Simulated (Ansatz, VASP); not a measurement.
# Ru in VASP and in Ansatz

```
Ru
1.0
    -1.36058    2.35660    0.00000
     0.00000    0.00000    4.29600
     4.08174    2.35660    0.00000
Ru
4
Direct
  0.50000 0.25000 0.16667
  0.00000 0.25000 0.66667
  0.00000 0.75000 0.33333
  0.50000 0.75000 0.83333
```

Alike in both runs: task single point; functional PBE; k mesh 12 × 8 × 7; occupations fermi-dirac, width 0.1 eV; no spin polarisation.

```csv
,VASP,Ansatz
version,VASP 6.6.1,Ansatz 0.2.0
potentials or method,"VASP PAW PBE potentials, release 64 (Ru_pv), cutoff 520 eV","all-electron LAPW, scalar-relativistic"
```

```tsv
	VASP	Ansatz	Ansatz less VASP
pressure (GPa)	-0.1	-0.1	+0.03
traceless stress, the component that is largest in VASP (GPa)	0.13	0.14	+0.013
```

Ansatz ran all-electron here, and VASP with PAW potentials.
